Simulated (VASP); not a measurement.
A run of VASP 6.6.1 is set up as follows.

The input INCAR:

```
SYSTEM = TmF4
  ALGO = Normal
  EDIFF = 1E-8
  ENCUT = 600
  GGA = PE
  GGA_COMPAT = .FALSE.
  IBRION = 8
  ISIF = 2
  ISMEAR = -1
  LASPH = .TRUE.
  LCHARG = .FALSE.
  LMAXMIX = 6
  LREAL = .FALSE.
  LWAVE = .FALSE.
  NELM = 200
  NSW = 1
  PREC = Accurate
  SIGMA = 0.15
```

The input KPOINTS:

```
k-points
0
G
  10 10 10
  0 0 0
```

POSCAR

```
TmF4
1.0
   -2.5845939698      2.5845939698      2.5845939698
    2.5845939698     -2.5845939698      2.5845939698
    2.5845939698      2.5845939698     -2.5845939698
Tm F
1 4
Direct
    0.0000000000      0.0000000000      0.0000000000
    0.0000000000      0.0000000000      0.5000000000
    0.0000000000      0.5000000000      0.0000000000
    0.5000000000      0.0000000000      0.0000000000
    0.5000000000      0.5000000000      0.5000000000
```

Potentials or basis: VASP PAW PBE potentials, release 64 (Tm_3, F), 4f in core.

The run is started by

```sh
$ cat potpaw_PBE.64/Tm_3/POTCAR potpaw_PBE.64/F/POTCAR > POTCAR
$ mpirun -np 1 vasp_std > vasp.out
```

Task: What does it give for the highest phonon frequency at Γ, LO-TO splitting left out?

Result: 372 cm⁻¹.

Phonon frequencies in cm⁻¹ (negative: imaginary):
```
              q point                                        frequencies
(0.000, 0.000, 0.000)  0 0 0 8 8 152 152 152 262 262 262 280 372 372 372
```

Caveat: spin-orbit coupling is left out, which moves the levels of the heavy elements; the 4f electrons are frozen in the core, so they carry no moment and show no levels; the run has no spin polarisation, though such a crystal can be magnetic. Spin polarisation is off, so any magnetic state and its effect on volume and gap are missing.
